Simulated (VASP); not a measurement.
# Te6Mo3H (a cell with a defect) in VASP: single point with PBEsol+D3(BJ)

Aim: the single point of Te6Mo3H (a cell with a defect) with PBEsol+D3(BJ).

Everything below comes from runs of VASP 6.6.1. Logs are shortened: lines on timing, memory, paths and dates and some standing lists are left out, and cuts for length are marked.

### Step 1. The cell of the first run

The cell holds a defect, 10 atoms: a = 3.433 Å, b = 3.433 Å, c = 20.770 Å, α = 90.00°, β = 90.00°, γ = 120.00°.

### Step 2. Single point, PBEsol+D3(BJ)

Input file INCAR:

```
SYSTEM = Te6Mo3H
ALGO = Normal ; EDIFF = 1E-6
ENCUT = 400 ; GGA = PS
GGA_COMPAT = .FALSE. ; ISIF = 2
ISMEAR = 0 ; IVDW = 12
LASPH = .TRUE. ; LCHARG = .TRUE.
LELF = .TRUE. ; LREAL = .FALSE.
LVHAR = .TRUE. ; LWAVE = .FALSE.
NBANDS = 50 ; NELM = 120
PREC = Accurate ; SIGMA = 0.05
```

Input file KPOINTS:

```
k-points
0
G
  9 9 2
  0 0 0
```

Input file POSCAR:

```
Te6Mo3H
1.0
    3.4334348991      0.0000000000      0.0000000000
   -1.7167174496      2.9734418449      0.0000000000
    0.0000000000      0.0000000000     20.7704276327
Te Mo H
6 3 1
Direct
    0.0000000000      0.0000000000      0.9125759158
    0.3333333333      0.6666666667      0.5917813750
    0.3333333333      0.6666666667      0.2333059430
    0.3333333333      0.6666666667      0.7666940570
    0.3333333333      0.6666666667      0.4082186250
    0.0000000000      0.0000000000      0.0874240842
    0.0000000000      0.0000000000      0.6791506171
    0.0000000000      0.0000000000      0.3208493829
    0.3333333333      0.6666666667      0.0000000000
   -0.0523098515     -0.5261549258      0.5023436355
```

Potentials or basis: VASP PAW PBE potentials, release 64 (Te, Mo_sv, H).

Started as:

```
$ cat potpaw_PBE.64/Te/POTCAR potpaw_PBE.64/Mo_sv/POTCAR potpaw_PBE.64/H/POTCAR > POTCAR
$ mpirun -np 1 vasp_std > vasp.out
```

OUTCAR:

```text
SYSTEM = Te6Mo3H
   EDIFF = 1E-6
   ENCUT = 400
   GGA = PS
   ISIF = 2
   ISMEAR = 0
   IVDW = 12
   LASPH = .TRUE.
   LREAL = .FALSE.
   NELM = 120
   PREC = Accurate
 IVDW          = 12

 ion  position               nearest neighbor table
   1  0.000  0.000  0.913-   9 2.69   9 2.69   9 2.69   4 3.62   4 3.62   4 3.62   6 3.63
   2  0.333  0.667  0.592-  10 2.18   7 2.69   7 2.69   7 2.69   4 3.63
   3  0.333  0.667  0.233-   8 2.69   8 2.69   8 2.69   6 3.62   6 3.62   6 3.62   5 3.63
   4  0.333  0.667  0.767-   7 2.69   7 2.69   7 2.69   1 3.62   1 3.62   1 3.62   2 3.63
   5  0.333  0.667  0.408-  10 2.27   8 2.69   8 2.69   8 2.69   3 3.63
   6  0.000  0.000  0.087-   9 2.69   9 2.69   9 2.69   3 3.62   3 3.62   3 3.62   1 3.63
   7  0.000  0.000  0.679-   2 2.69   2 2.69   2 2.69   4 2.69   4 2.69   4 2.69
   8  0.000  0.000  0.321-   5 2.69   5 2.69   5 2.69   3 2.69   3 2.69   3 2.69
   9  0.333  0.667  0.000-   1 2.69   6 2.69   1 2.69   6 2.69   1 2.69   6 2.69
  10  0.948  0.474  0.502-   2 2.18   5 2.27

  LATTYP: Found a hexagonal cell.
 ALAT       =     3.4334348991
 C/A-ratio  =     6.0494601596

  Lattice vectors:

 A1 = (   3.4334348991,   0.0000000000,   0.0000000000)
 A2 = (  -1.7167174496,   2.9734418449,   0.0000000000)
 A3 = (   0.0000000000,   0.0000000000,  20.7704276327)

Analysis of symmetry for initial positions (statically):
=====================================================================
 Subroutine PRICEL returns:
 Original cell was already a primitive cell.

 Routine SETGRP: Setting up the symmetry group for a
 hexagonal supercell.

 Subroutine GETGRP returns: Found  2 space group operations
 (whereof  2 operations were pure point group operations)
 out of a pool of 24 trial point group operations.

The static configuration has the point symmetry C_1h.

Analysis of symmetry for dynamics (positions and initial velocities):
=====================================================================
 Subroutine PRICEL returns:
 Original cell was already a primitive cell.

 Routine SETGRP: Setting up the symmetry group for a
 hexagonal supercell.

 Subroutine GETGRP returns: Found  2 space group operations
 (whereof  2 operations were pure point group operations)
 out of a pool of 24 trial point group operations.

The dynamic configuration has the point symmetry C_1h.

 Subroutine INISYM returns: Found  2 space group operations
 (whereof  2 operations are pure point group operations),
 and found     1 'primitive' translations

----------------------------------------------------------------------------------------

                                     Primitive cell

  volume of cell :     212.0478

  direct lattice vectors                    reciprocal lattice vectors
     3.433434899  0.000000000  0.000000000     0.291253520  0.168155298  0.000000000
    -1.716717450  2.973441845  0.000000000     0.000000000  0.336310596  0.000000000
     0.000000000  0.000000000 20.770427633     0.000000000  0.000000000  0.048145374

  length of vectors
     3.433434899  3.433434899 20.770427633     0.336310596  0.336310596  0.048145374

  position of ions in fractional coordinates (direct lattice)
     0.000000000  0.000000000  0.912575916
     0.333333333  0.666666667  0.591781375
     0.333333333  0.666666667  0.233305943
     0.333333333  0.666666667  0.766694057
     0.333333333  0.666666667  0.408218625
     0.000000000  0.000000000  0.087424084
     0.000000000  0.000000000  0.679150617
     0.000000000  0.000000000  0.320849383
     0.333333333  0.666666667  0.000000000
     0.947690149  0.473845074  0.502343635

  ion indices of the primitive-cell ions
   primitive index   ion index
                 1           1
                 2           2
                 3           3
                 4           4
                 5           5
                 6           6
                 7           7
                 8           8
                 9           9
                10          10

----------------------------------------------------------------------------------------

 KPOINTS: k-points

Automatic generation of k-mesh.
 Grid dimensions read from file:
 generate k-points for:    9    9    2

 Generating k-lattice:

  Cartesian coordinates                     Fractional coordinates (reciprocal lattice)
     0.032361502  0.018683922  0.000000000     0.111111111  0.000000000  0.000000000
     0.000000000  0.037367844  0.000000000     0.000000000  0.111111111  0.000000000
     0.000000000  0.000000000  0.024072687     0.000000000  0.000000000  0.500000000

  Length of vectors
     0.037367844  0.037367844  0.024072687

  Shift w.r.t. Gamma in fractional coordinates (k-lattice)
     0.000000000  0.000000000  0.000000000

 Subroutine IBZKPT returns following result:
 ===========================================

 Found     50 irreducible k-points:

 Following reciprocal coordinates:
            Coordinates               Weight
  0.000000  0.000000  0.000000      1.000000
  0.111111  0.000000  0.000000      2.000000
  0.000000  0.111111  0.000000      4.000000
  0.222222 -0.000000  0.000000      2.000000
  0.000000  0.222222  0.000000      4.000000
  0.333333  0.000000  0.000000      2.000000
[... 16 lines left out ...]
 -0.222222 -0.444444  0.000000      4.000000
  0.444444  0.333333  0.000000      4.000000
 [... further k-points ...]
   k-points           NKPTS =     50   k-points in BZ     NKDIM =     50   number of bands    NBANDS=     50
   number of dos      NEDOS =    301   number of ions     NIONS =     10
   total plane-waves  NPLWV =  80640
   dimension x,y,z NGX =    24 NGY =   24 NGZ =  140
   dimension x,y,z NGXF=    48 NGYF=   48 NGZF=  280
   ions per type =               6   3   1
   NGX,Y,Z   is equivalent  to a cutoff of  11.62, 11.62, 11.21 a.u.
   NGXF,Y,Z  is equivalent  to a cutoff of  23.24, 23.24, 22.41 a.u.
 SYSTEM =  Te6Mo3H
   PREC   = accura    normal or accurate (medium, high low for compatibility)
   ISTART =      0    job   : 0-new  1-cont  2-samecut
   ICHARG =      2    charge: 1-file 2-atom 10-const
   ISPIN  =      1    spin polarized calculation?
   LNONCOLLINEAR =      F non collinear calculations
   LSORBIT =      F    spin-orbit coupling
   LASPH  =      T    aspherical Exc in radial PAW
   ENCUT  =  400.0 eV  29.40 Ry    5.42 a.u.   5.60  5.60 33.87*2*pi/ulx,y,z
   NELM   =    120;   NELMIN=  2; NELMDL= -5     # of ELM steps
   EDIFF  = 0.1E-05   stopping-criterion for ELM
   LREAL  =      F    real-space projection
   EDIFFG = 0.1E-04   stopping-criterion for IOM
   NSW    =      0    number of steps for IOM
   IBRION =     -1    ionic relax: 0-MD 1-quasi-New 2-CG
   NFREE  =      0    steps in history (QN), initial steepest desc. (CG)
   ISIF   =      2    stress and relaxation
   ISYM   =      2    0-nonsym 1-usesym 2-fastsym
   POTIM  = 0.5000    time-step for ionic-motion
   TEBEG  =    0.0;   TEEND  =   0.0 temperature during run
   PSTRESS=    0.0 pullay stress
   NELECT =      79.0000    total number of electrons
   NUPDOWN=      -1.0000    fix difference up-down
   EMIN   =  10.00;   EMAX   =-10.00  energy-range for DOS
   EFERMI =   0.00;   METHOD = LEGACY
   ISMEAR =     0;   SIGMA  =   0.05  broadening in eV -4-tet -1-fermi 0-gaus
   EFERMI_NEDOS =   21; number of points for ismear=-14 and -15
   IALGO  =     38    algorithm
   IMIX   =      4    mixing-type and parameters
     AMIX     =   0.40;   BMIX     =  1.00
     AMIX_MAG =   1.60;   BMIX_MAG =  1.00
  volume/ion in A,a.u.               =      21.20       143.10
  Fermi-wavevector in a.u.,A,eV,Ry     =   1.177984  2.226066 18.880066  1.387646
  Thomas-Fermi vector in A             =   2.314321
   LORBIT       =      0    0 simple, 1 ext, 2 COOP (PROOUT), +10 PAW based schemes
   GGA     = PS    functional components
   LHFCALC =     F    Hartree Fock is set to
   AEXX    =    0.0000 exact exchange contribution
   IVDW    =    12    specifies the selected vdW correction
   LEPSILON=     F    determine dielectric tensor
   LRPA    =     F    only Hartree local field effects (RPA)
 non-spin polarized calculation
 Gauss-broadening in eV      SIGMA  =   0.05
  energy-cutoff  :      400.00
  volume of cell :      212.05
 maximum number of plane-waves:      3908
   NGX = 11   NGY = 11   NGZ = 67

 number of electron      78.9999990 magnetization

 Free energy of the ion-electron system (eV)
  ---------------------------------------------------
  ext. energy  EPLUGINS =         0.00000000
  ---------------------------------------------------
  free energy    TOTEN  =       -60.71216503 eV

  energy without entropy =      -60.70879976  energy(sigma->0) =      -60.71048239

 E-fermi :   9.2462     XC(G=0): -10.9736

 val. band max:        9.2224640564   @ k =  -0.1111   0.3333   0.0000
 cond. band min:       9.2586797489   @ k =  -0.4444   0.3333   0.0000
 fundamental gap:      0.0362156925
 Fermi energy:         9.2462229309

 k-point     1 :       0.0000    0.0000    0.0000
  band No.  band energies     occupation
      1     -51.7550      2.00000
      2     -51.7314      2.00000
      3     -51.7281      2.00000
      4     -26.0112      2.00000
      5     -25.9870      2.00000
      6     -25.9769      2.00000
[... 42 lines left out ...]
     49      12.4793      0.00000
     50      12.5340      0.00000

 k-point     2 :       0.1111    0.0000    0.0000
  band No.  band energies     occupation
      1     -51.7534      2.00000
      2     -51.7298      2.00000
      3     -51.7265      2.00000
      4     -26.0067      2.00000
      5     -25.9824      2.00000
      6     -25.9724      2.00000
[... 1158 lines left out ...]
 k-point    24 :       0.4444    0.3333    0.0000
  band No.  band energies     occupation
      1     -51.7400      2.00000
      2     -51.7164      2.00000
      3     -51.7131      2.00000
      4     -25.9719      2.00000
      5     -25.9608      2.00000
      6     -25.9469      2.00000
[... 42 lines left out ...]
     49      11.7476      0.00000
     50      12.3369      0.00000

 [... further k-points ...]

------------------------ aborting loop because EDIFF is reached ----------------------------------------

 Edisp (eV)   -5.05559

 E8    (eV) :    -3.4369

  FORCE on cell =-STRESS in cart. coord.  units (eV):
  Direction    XX          YY          ZZ          XY          YZ          ZX
  --------------------------------------------------------------------------------------
  -------------------------------------------------------------------------------------
  Total      -0.27608    -0.84323    -0.75893     0.49116     0.06013     0.10414
  in kB      -2.08596    -6.37119    -5.73431     3.71111     0.45430     0.78687
  external pressure =       -4.73 kB  Pullay stress =        0.00 kB

 VOLUME and BASIS-vectors are now :
 -----------------------------------------------------------------------------
  energy-cutoff  :      400.00
  volume of cell :      212.05
      direct lattice vectors                 reciprocal lattice vectors
     3.433434899  0.000000000  0.000000000     0.291253520  0.168155298  0.000000000
    -1.716717450  2.973441845  0.000000000     0.000000000  0.336310596  0.000000000
     0.000000000  0.000000000 20.770427633     0.000000000  0.000000000  0.048145374

 POSITION                                       TOTAL-FORCE (eV/Angst)
 -----------------------------------------------------------------------------------
      0.00000      0.00000     18.95459         0.000075      0.000043     -0.042379
     -0.00000      1.98229     12.29155        -0.163356     -0.094314     -0.293121
     -0.00000      1.98229      4.84586         0.018908      0.010916     -0.085747
     -0.00000      1.98229     15.92456         0.024775      0.014304      0.099999
     -0.00000      1.98229      8.47888        -0.135430     -0.078190      0.269776
      0.00000      0.00000      1.81584        -0.000005     -0.000003      0.046586
      0.00000      0.00000     14.10625         0.165430      0.095511     -0.053357
      0.00000      0.00000      6.66418         0.131329      0.075823      0.045725
     -0.00000      1.98229      0.00000        -0.001514     -0.000874     -0.004944
      2.44037      1.40895     10.43389        -0.040210     -0.023215      0.017460
 -----------------------------------------------------------------------------------
    total drift:                                0.000177      0.000102     -0.000011

  FREE ENERGIE OF THE ION-ELECTRON SYSTEM (eV)
  ---------------------------------------------------
  free  energy   TOTEN  =       -65.7677577975 eV

  energy  without entropy=      -65.7643925305  energy(sigma->0) =      -65.76607516
```

It took 12 min on 1 thread of Oxide Virtual Turin-like, shared host; peak memory 0.42 GiB.

What came out:

| Item | Value |
| --- | --- |
| Free energy | -65.7678 eV |
| Pressure | -0.5 GPa |
| Largest force | 0.349 eV/Å |
| Band gap on the k mesh | zero (an odd number of electrons rules out a gap without spin polarisation) |
| Dispersion energy per atom | -0.506 eV |

Forces on the atoms (eV/Å):
```
Te   0.000  0.000 -0.042
Te  -0.163 -0.094 -0.293
Te   0.019  0.011 -0.086
Te   0.025  0.014  0.100
Te  -0.135 -0.078  0.270
Te   0.000  0.000  0.047
Mo   0.165  0.096 -0.053
Mo   0.131  0.076  0.046
Mo  -0.002 -0.001 -0.005
H   -0.040 -0.023  0.017
```

Caveat: the PAW data sets were made with another functional, which shifts forces and pressure a little; spin-orbit coupling is left out, which moves the levels of the heavy elements; an odd number of electrons without spin polarisation forces a metal; a magnetic or distorted state may lie lower.

The gap in the log of VASP goes by the Fermi energy; the results here count the filled bands.